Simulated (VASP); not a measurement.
# ZnSe in VASP: notebook

Aim: see how the results for ZnSe move with the level of theory and the settings. Levels: PBE, r2SCAN. Tasks: single point.

All numbers are computed with VASP 6.6.1; they aren't measurements. Logs are shortened: lines on timing, memory, paths and dates and some standing lists are left out, and cuts for length are marked.

## (1) The cell of the first run

Symmetry: F-43m, No. 216, cubic system. The conventional cell has a = 5.364 Å, b = 5.364 Å, c = 5.364 Å, α = 90.00°, β = 90.00°, γ = 90.00°. Within 3.1 Å of Zn (site symmetry -43m) lie 4 Se at 2.32 Å. Within 3.1 Å of Se (site symmetry -43m) lie 4 Zn at 2.32 Å.

## (2) Single point, PBE (strain -5.3%)

File INCAR:

```
  ALGO = Normal
  EDIFF = 1E-6
  ENCUT = 520
  GGA = PE
  ISIF = 2
  ISMEAR = -1
  LASPH = T
  LCHARG = F
  LREAL = F
  LWAVE = F
  NBANDS = 16
  NELM = 100
  PREC = Accurate
  SIGMA = 0.02
```

File KPOINTS:

```
k-points
0
Gamma
  8 8 8
```

File POSCAR:

```
ZnSe
1.0
    0.0000000000      2.6820191423      2.6820191423
    2.6820191423      0.0000000000      2.6820191423
    2.6820191423      2.6820191423      0.0000000000
Zn Se
1 1
Direct
    0.0000000000      0.0000000000      0.0000000000
    0.2500000000      0.2500000000      0.2500000000
```

Potentials or basis: VASP PAW PBE potentials, release 64 (Zn, Se).

The run is started by

```sh
$ cat potpaw_PBE.64/Zn/POTCAR potpaw_PBE.64/Se/POTCAR > POTCAR
$ mpirun -np 1 vasp_std > vasp.out
```

OUTCAR:

```text
EDIFF = 1E-6
   ENCUT = 520
   GGA = PE
   ISIF = 2
   ISMEAR = -1
   LASPH = T
   LREAL = F
   NELM = 100
   PREC = Accurate

 ion  position               nearest neighbor table
   1  0.000  0.000  0.000-   2 2.32   2 2.32   2 2.32   2 2.32
   2  0.250  0.250  0.250-   1 2.32   1 2.32   1 2.32   1 2.32

  LATTYP: Found a face centered cubic cell.
 ALAT       =     5.3640382846

  Lattice vectors:

 A1 = (   0.0000000000,   2.6820191423,   2.6820191423)
 A2 = (   2.6820191423,   0.0000000000,   2.6820191423)
 A3 = (   2.6820191423,   2.6820191423,   0.0000000000)

Analysis of symmetry for initial positions (statically):
=====================================================================
 Subroutine PRICEL returns:
 Original cell was already a primitive cell.

 Routine SETGRP: Setting up the symmetry group for a
 face centered cubic supercell.

 Subroutine GETGRP returns: Found 24 space group operations
 (whereof 24 operations were pure point group operations)
 out of a pool of 48 trial point group operations.

The static configuration has the point symmetry T_d .

Analysis of symmetry for dynamics (positions and initial velocities):
=====================================================================
 Subroutine PRICEL returns:
 Original cell was already a primitive cell.

 Routine SETGRP: Setting up the symmetry group for a
 face centered cubic supercell.

 Subroutine GETGRP returns: Found 24 space group operations
 (whereof 24 operations were pure point group operations)
 out of a pool of 48 trial point group operations.

The dynamic configuration has the point symmetry T_d .

 Subroutine INISYM returns: Found 24 space group operations
 (whereof 24 operations are pure point group operations),
 and found     1 'primitive' translations

----------------------------------------------------------------------------------------

                                     Primitive cell

  volume of cell :      38.5847

  direct lattice vectors                    reciprocal lattice vectors
     0.000000000  2.682019142  2.682019142    -0.186426708  0.186426708  0.186426708
     2.682019142  0.000000000  2.682019142     0.186426708 -0.186426708  0.186426708
     2.682019142  2.682019142  0.000000000     0.186426708  0.186426708 -0.186426708

  length of vectors
     3.792947846  3.792947846  3.792947846     0.322900530  0.322900530  0.322900530

  position of ions in fractional coordinates (direct lattice)
     0.000000000  0.000000000  0.000000000
     0.250000000  0.250000000  0.250000000

  ion indices of the primitive-cell ions
   primitive index   ion index
                 1           1
                 2           2

----------------------------------------------------------------------------------------

 KPOINTS: k-points

Automatic generation of k-mesh.
 Grid dimensions read from file:
 generate k-points for:    8    8    8

 Generating k-lattice:

  Cartesian coordinates                     Fractional coordinates (reciprocal lattice)
    -0.023303339  0.023303339  0.023303339     0.125000000  0.000000000  0.000000000
     0.023303339 -0.023303339  0.023303339     0.000000000  0.125000000  0.000000000
     0.023303339  0.023303339 -0.023303339     0.000000000  0.000000000  0.125000000

  Length of vectors
     0.040362566  0.040362566  0.040362566

  Shift w.r.t. Gamma in fractional coordinates (k-lattice)
     0.000000000  0.000000000  0.000000000

 Subroutine IBZKPT returns following result:
 ===========================================

 Found     29 irreducible k-points:

 Following reciprocal coordinates:
            Coordinates               Weight
  0.000000  0.000000  0.000000      1.000000
  0.125000  0.000000  0.000000      8.000000
  0.250000  0.000000  0.000000      8.000000
  0.375000  0.000000  0.000000      8.000000
  0.500000  0.000000  0.000000      4.000000
  0.125000  0.125000  0.000000      6.000000
[... 16 lines left out ...]
  0.500000  0.250000  0.125000     48.000000
 -0.375000  0.250000  0.125000     24.000000
 [... further k-points ...]
   k-points           NKPTS =     29   k-points in BZ     NKDIM =     29   number of bands    NBANDS=     16
   number of dos      NEDOS =    301   number of ions     NIONS =      2
   total plane-waves  NPLWV =  21952
   dimension x,y,z NGX =    28 NGY =   28 NGZ =   28
   dimension x,y,z NGXF=    56 NGYF=   56 NGZF=   56
   ions per type =               1   1
   NGX,Y,Z   is equivalent  to a cutoff of  12.27, 12.27, 12.27 a.u.
   NGXF,Y,Z  is equivalent  to a cutoff of  24.54, 24.54, 24.54 a.u.
 SYSTEM =  unknown system
   PREC   = accura    normal or accurate (medium, high low for compatibility)
   ISTART =      0    job   : 0-new  1-cont  2-samecut
   ICHARG =      2    charge: 1-file 2-atom 10-const
   ISPIN  =      1    spin polarized calculation?
   LNONCOLLINEAR =      F non collinear calculations
   LSORBIT =      F    spin-orbit coupling
   LASPH  =      T    aspherical Exc in radial PAW
   ENCUT  =  520.0 eV  38.22 Ry    6.18 a.u.   7.05  7.05  7.05*2*pi/ulx,y,z
   NELM   =    100;   NELMIN=  2; NELMDL= -5     # of ELM steps
   EDIFF  = 0.1E-05   stopping-criterion for ELM
   LREAL  =      F    real-space projection
   EDIFFG = 0.1E-04   stopping-criterion for IOM
   NSW    =      0    number of steps for IOM
   IBRION =     -1    ionic relax: 0-MD 1-quasi-New 2-CG
   NFREE  =      0    steps in history (QN), initial steepest desc. (CG)
   ISIF   =      2    stress and relaxation
   ISYM   =      2    0-nonsym 1-usesym 2-fastsym
   POTIM  = 0.5000    time-step for ionic-motion
   TEBEG  =    0.0;   TEEND  =   0.0 temperature during run
   PSTRESS=    0.0 pullay stress
   NELECT =      18.0000    total number of electrons
   NUPDOWN=      -1.0000    fix difference up-down
   EMIN   =  10.00;   EMAX   =-10.00  energy-range for DOS
   EFERMI =   0.00;   METHOD = LEGACY
   ISMEAR =    -1;   SIGMA  =   0.02  broadening in eV -4-tet -1-fermi 0-gaus
   EFERMI_NEDOS =   21; number of points for ismear=-14 and -15
   IALGO  =     38    algorithm
   IMIX   =      4    mixing-type and parameters
     AMIX     =   0.40;   BMIX     =  1.00
     AMIX_MAG =   1.60;   BMIX_MAG =  1.00
  volume/ion in A,a.u.               =      19.29       130.19
  Fermi-wavevector in a.u.,A,eV,Ry     =   1.269679  2.399345 21.933730  1.612084
  Thomas-Fermi vector in A             =   2.402707
   LORBIT       =      0    0 simple, 1 ext, 2 COOP (PROOUT), +10 PAW based schemes
   GGA     = PE    functional components
   LHFCALC =     F    Hartree Fock is set to
   AEXX    =    0.0000 exact exchange contribution
   IVDW    =     0    specifies the selected vdW correction
   LEPSILON=     F    determine dielectric tensor
   LRPA    =     F    only Hartree local field effects (RPA)
 non-spin polarized calculation
  energy-cutoff  :      520.00
  volume of cell :       38.58
 maximum number of plane-waves:      1056
   NGX = 15   NGY = 15   NGZ = 15

 number of electron      18.0000014 magnetization

 Free energy of the ion-electron system (eV)
  ---------------------------------------------------
  ext. energy  EPLUGINS =         0.00000000
  ---------------------------------------------------
  free energy    TOTEN  =        -5.62271724 eV

  energy without entropy =       -5.62271724  energy(sigma->0) =       -5.62271724

 E-fermi :   3.5667     XC(G=0): -10.0982

 val. band max:        3.1830423059   @ k =   0.0000   0.0000   0.0000
 cond. band min:       5.1831794239   @ k =   0.0000   0.0000   0.0000
 fundamental gap:      2.0001371180
 Fermi energy:         3.5667427077

 k-point     1 :       0.0000    0.0000    0.0000
  band No.  band energies     occupation
      1     -11.2903      2.00000
      2      -4.1161      2.00000
      3      -4.1161      2.00000
      4      -4.1161      2.00000
      5      -3.5783      2.00000
      6      -3.5783      2.00000
[... 8 lines left out ...]
     15      14.9734      0.00000
     16      14.9734      0.00000

 k-point     2 :       0.1250    0.0000    0.0000
  band No.  band energies     occupation
      1     -11.1548      2.00000
      2      -4.1218      2.00000
      3      -4.0936      2.00000
      4      -4.0936      2.00000
      5      -3.5809      2.00000
      6      -3.5809      2.00000
[... 8 lines left out ...]
     15      14.0343      0.00000
     16      14.5923      0.00000

 k-point     3 :       0.2500    0.0000    0.0000
  band No.  band energies     occupation
      1     -10.7962      2.00000
      2      -4.0936      2.00000
      3      -4.0444      2.00000
      4      -4.0444      2.00000
      5      -3.5792      2.00000
      6      -3.5792      2.00000
[... 8 lines left out ...]
     15      13.7986      0.00000
     16      14.1692      0.00000

 k-point     4 :       0.3750    0.0000    0.0000
  band No.  band energies     occupation
      1     -10.3796      2.00000
      2      -4.0059      2.00000
      3      -4.0059      2.00000
      4      -3.8942      2.00000
      5      -3.5625      2.00000
      6      -3.5625      2.00000
[... 8 lines left out ...]
     15      15.1508      0.00000
     16      15.1508      0.00000
[... 324 lines left out ...]
 k-point    22 :       0.3750    0.2500    0.1250
  band No.  band energies     occupation
      1     -10.5114      2.00000
      2      -4.1265      2.00000
      3      -3.9779      2.00000
      4      -3.9513      2.00000
      5      -3.6057      2.00000
      6      -3.5414      2.00000
[... 8 lines left out ...]
     15      16.0517      0.00000
     16      17.5441      0.00000

 k-point    23 :       0.5000    0.2500    0.1250
  band No.  band energies     occupation
      1     -10.1588      2.00000
      2      -4.0197      2.00000
      3      -3.9482      2.00000
      4      -3.8173      2.00000
      5      -3.5660      2.00000
      6      -3.5082      2.00000
[... 8 lines left out ...]
     15      16.5382      0.00000
     16      17.5703      0.00000

 k-point    24 :      -0.3750    0.2500    0.1250
  band No.  band energies     occupation
      1      -9.9978      2.00000
      2      -3.9934      2.00000
      3      -3.9231      2.00000
      4      -3.6540      2.00000
      5      -3.5721      2.00000
      6      -3.2874      2.00000
[... 8 lines left out ...]
     15      16.4851      0.00000
     16      17.5593      0.00000

 [... further k-points ...]

------------------------ aborting loop because EDIFF is reached ----------------------------------------

  FORCE on cell =-STRESS in cart. coord.  units (eV):
  Direction    XX          YY          ZZ          XY          YZ          ZX
  --------------------------------------------------------------------------------------
  -------------------------------------------------------------------------------------
  Total        4.3842839      4.3842839      4.3842839      0.0000000      0.0000000      0.0000000
  in kB      182.0512392    182.0512392    182.0512392      0.0000000      0.0000000      0.0000000
  external PRESSURE =     182.0512392 kB  Pullay stress =       0.0000000 kB

 VOLUME and BASIS-vectors are now :
 -----------------------------------------------------------------------------
  energy-cutoff  :      520.00
  volume of cell :       38.58
      direct lattice vectors                 reciprocal lattice vectors
     0.000000000  2.682019142  2.682019142    -0.186426708  0.186426708  0.186426708
     2.682019142  0.000000000  2.682019142     0.186426708 -0.186426708  0.186426708
     2.682019142  2.682019142  0.000000000     0.186426708  0.186426708 -0.186426708

 POSITION                                       TOTAL-FORCE (eV/Angst)
 -----------------------------------------------------------------------------------
      0.00000      0.00000      0.00000         0.000000     -0.000000     -0.000000
      1.34101      1.34101      1.34101        -0.000000      0.000000      0.000000
 -----------------------------------------------------------------------------------
    total drift:                                0.000002      0.000002      0.000002

  FREE ENERGIE OF THE ION-ELECTRON SYSTEM (eV)
  ---------------------------------------------------
  free  energy   TOTEN  =        -5.6227172395 eV

  energy  without entropy=       -5.6227172394  energy(sigma->0) =       -5.62271724
```

Run time: 23 s. Hardware: 1 thread of AMD EPYC 7R43 (Zen 3), shared host; peak memory 0.13 GiB.

What came out:

```
Free energy            : -5.6227 eV
Pressure               : 18.2 GPa
Band gap on the k mesh : 2.00 eV
```

Caveat: the cell differs from its parent crystal (strain -5.3%); the cell stands under pressure.

## (3) Single point, r2SCAN (strain -5.3%)

POSCAR is that of step 2.

File INCAR.step1:

```
SYSTEM = ZnSe
  ALGO = Normal
  EDIFF = 1E-4
  ENCUT = 520
  GGA = PE
  ISMEAR = 0
  LASPH = .TRUE.
  LCHARG = .FALSE.
  LREAL = .FALSE.
  LWAVE = .TRUE.
  NBANDS = 16
  NELM = 100
  PREC = Accurate
  SIGMA = 0.01
```

File INCAR.step2:

```
SYSTEM = ZnSe
  ALGO = Normal
  EDIFF = 1E-7
  ENCUT = 520
  ISIF = 2
  ISMEAR = 0
  ISTART = 1
  LASPH = .TRUE.
  LCHARG = .FALSE.
  LMIXTAU = .TRUE.
  LREAL = .FALSE.
  LWAVE = .FALSE.
  METAGGA = R2SCAN
  NBANDS = 16
  NELM = 100
  PREC = Accurate
  SIGMA = 0.01
```

File KPOINTS:

```
k-points
0
G
  8 8 8
  0 0 0
```

Potentials or basis: VASP PAW PBE potentials, release 64 (Zn, Se).

The run is started by

```sh
$ cat potpaw_PBE.64/Zn/POTCAR potpaw_PBE.64/Se/POTCAR > POTCAR
$ cp INCAR.step1 INCAR
$ mpirun -np 1 vasp_std > vasp.out
$ cp INCAR.step2 INCAR
$ mpirun -np 1 vasp_std > vasp.out
```

It took 2.4 min on 1 thread of AMD EPYC 7R43 (Zen 3), shared host; peak memory 0.14 GiB.

Results (log left out):

* Free energy: -24.6192 eV
* Pressure: 15.6 GPa
* Band gap on the k mesh: 2.63 eV

Levels at points of the mesh, in eV from the valence-band top:
```tsv
k point	band 6	band 7	band 8	band 9	band 10	band 11	band 12	band 13
(0.00, 0.00, 0.00)	-6.86	0.00	0.00	0.00	2.63	6.19	6.19	6.19
(0.50, 0.00, 0.00)	-6.66	-6.51	-1.16	-1.16	3.35	6.76	6.76	9.44
(0.50, 0.50, 0.00)	-6.62	-5.57	-2.92	-2.92	2.91	3.76	12.96	13.29
```

Caveat: the cell differs from its parent crystal (strain -5.3%); the cell stands under pressure; the PAW data sets were made with another functional, which shifts forces and pressure a little. A k mesh can miss the band edges.

## (4) Single point, r2SCAN (uniaxial z strain -0.5%)

File POSCAR:

```
ZnSe
1.0
    0.0000000000      2.8324206805      2.8191083033
    2.8324206805      0.0000000000      2.8191083033
    2.8324206805      2.8324206805      0.0000000000
Zn Se
1 1
Direct
    0.0000000000      0.0000000000      0.0000000000
    0.2500000000      0.2500000000      0.2500000000
```

File INCAR.step1:

```
PREC     = Accurate       # precision mode
ENCUT    = 520            # plane-wave cutoff, eV
ISMEAR   = 0              # smearing method
SIGMA    = 0.01           # smearing width, eV
LREAL    = False          # projectors in reciprocal space
LASPH    = True           # aspherical terms in the spheres
NELM     = 60             # most SCF steps
NBANDS   = 16             # bands
GGA      = PE             # functional
ALGO     = Normal         # electronic algorithm
EDIFF    = 1E-4           # SCF threshold, eV
LWAVE    = True           # write WAVECAR
LCHARG   = False          # write CHGCAR
```

File INCAR.step2:

```
PREC     = Accurate       # precision mode
ENCUT    = 520            # plane-wave cutoff, eV
EDIFF    = 1E-7           # SCF threshold, eV
ISMEAR   = 0              # smearing method
SIGMA    = 0.01           # smearing width, eV
LREAL    = False          # projectors in reciprocal space
LASPH    = True           # aspherical terms in the spheres
NELM     = 60             # most SCF steps
ALGO     = Normal         # electronic algorithm
ISIF     = 2              # what is computed and relaxed
LWAVE    = False          # write WAVECAR
LCHARG   = False          # write CHGCAR
METAGGA  = R2SCAN         # meta-GGA
LMIXTAU  = True         
NBANDS   = 16             # bands
ISTART   = 1
```

File KPOINTS:

```
regular mesh
0
Gamma
  8 8 8
```

The run is started by

```sh
$ cat potpaw_PBE.64/Zn/POTCAR potpaw_PBE.64/Se/POTCAR > POTCAR
$ cp INCAR.step1 INCAR
$ mpirun -np 1 vasp_std > vasp.out
$ cp INCAR.step2 INCAR
$ mpirun -np 1 vasp_std > vasp.out
```

Wall time 5.6 min (1 thread of AMD EPYC 7R43 (Zen 3), shared host); peak memory 0.16 GiB.

Results (log left out):

| Property | Result |
| --- | --- |
| Free energy | -24.9089 eV |
| Pressure | 0.4 GPa |
| Band gap on the k mesh | 1.88 eV |

Stress tensor (GPa, compression positive):
```
0.37 0.00 0.00
0.00 0.37 0.00
0.00 0.00 0.56
```

Levels at points of the mesh, in eV from the valence-band top:
```tsv
k point	band 7	band 8	band 9	band 10	band 11	band 12
(0.00, 0.00, 0.00)	-0.02	-0.02	0.00	1.88	6.30	6.30
(0.50, 0.00, 0.00)	-5.35	-0.92	-0.89	3.05	6.83	6.87
(0.50, 0.50, 0.00)	-4.81	-2.28	-2.28	3.30	3.83	11.58
(0.50, 0.00, 0.50)	-4.84	-2.26	-2.25	3.32	3.88	11.53
```

Caveat: the cell differs from its parent crystal (uniaxial z strain -0.5%); the PAW data sets were made with another functional, which shifts forces and pressure a little.

## (5) Summary

| level | cell | smearing | gap on the mesh (eV) | pressure (GPa) |
| --- | --- | --- | --- | --- |
| PBE | a = 3.793 Å, angles 60.0°, 2 atoms | fermi-dirac 0.02 eV | 2.00 | 18.2 |
| r2SCAN | a = 3.793 Å, angles 60.0°, 2 atoms | gaussian 0.01 eV | 2.63 | 15.6 |
| r2SCAN | a = 3.996, b = 3.996, c = 4.006 Å, angles 59.9, 59.9, 60.2°, 2 atoms | gaussian 0.01 eV | 1.88 | 0.4 |

Alike in all rows: task single point; potentials or basis VASP PAW PBE potentials, release 64 (Zn, Se); no spin polarisation; k mesh 8 × 8 × 8; cutoff (eV) 520.

Caveats: the cell stands under pressure (at least some runs); the PAW data sets were made with another functional, which shifts forces and pressure a little (at least some runs).

Absolute energies hang on the potentials; compare differences alone.
